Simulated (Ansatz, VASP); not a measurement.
## One calculation of SnO2, two programs

INCAR

```
SYSTEM = SnO2
PREC = Accurate ; ENCUT = 520
EDIFF = 1E-6 ; ISMEAR = 0
SIGMA = 0.05 ; LREAL = .False.
LASPH = .True. ; NELM = 60
ALGO = Normal ; ISIF = 2
LWAVE = .False. ; LCHARG = .False.
GGA = CA ; NBANDS = 20
```

File KPOINTS:

```
Automatic mesh
0
Gamma
  12 12 12
  0 0 0
```

The input POSCAR:

```
SnO2
1.0
    1.5524093522      0.8962839574      4.6085688806
   -1.5524093522      0.8962839574      4.6085688806
    0.0000000000     -1.7925679148      4.6085688806
Sn O
1 2
Direct
    0.5000000000      0.5000000000      0.5000000000
    0.2371700000      0.2371700000      0.2371700000
    0.7628300000      0.7628300000      0.7628300000
```

Input for Ansatz:

```yaml
crystal:
  lattice:
    - [1.5524093522, 0.8962839574, 4.6085688806]
    - [-1.5524093522, 0.8962839574, 4.6085688806]
    - [0.0, -1.7925679148, 4.6085688806]
  atoms:
    - { symbol: Sn, position: [0.5, 0.5, 0.5] }
    - { symbol: O, position: [0.23717, 0.23717, 0.23717] }
    - { symbol: O, position: [0.76283, 0.76283, 0.76283] }
basis:
  ecutwfc: 420
kpoints:
  mp_grid: { grid: [12, 12, 12] }
hamiltonian:
  xc: lda
scf:
  occupations: { method: gaussian, width: 0.05 }
output:
  forces: true
  stress: true
  eigenvalues: true
  write_density: true
  write_potential: true
  elf: true
  volumetric_format: npy
```

Change from the starting cell: strain -0.040 along x and y, -0.040 along z, atoms carried along.

Alike in both runs: task single point; functional LDA; k mesh 12 × 12 × 12; occupations gaussian, width 0.05 eV; no spin polarisation.

|  | VASP | Ansatz |
| --- | --- | --- |
| version | VASP 6.6.1 | Ansatz 0.2.0 |
| potentials or method | VASP PAW LDA potentials, release 64 (Sn_d, O), cutoff 520 eV | scalar-relativistic, plane waves, PAW |
| valence electrons in the cell | 26 | 26 |

|  | VASP | Ansatz | Ansatz less VASP |
| --- | --- | --- | --- |
| gap on the k mesh at the Fermi level (eV) | 2.64 | 2.64 | -0.001 |
| least direct gap on the mesh (eV) | 2.91 | 2.90 | -0.015 |
| pressure (GPa) | 12.7 | 11.6 | -1.16 |
| traceless stress, the component that is largest in VASP (GPa) | -7.70 | -6.96 | +0.742 |
| rms of the force components (eV/Å) | 0.419 | 0.378 | -0.0403 |

LDA's correlation is that of Perdew and Zunger in VASP and of Perdew and Wang (1992) in Ansatz. Atom by atom the forces differ by 0.040 eV/Å (rms over components).
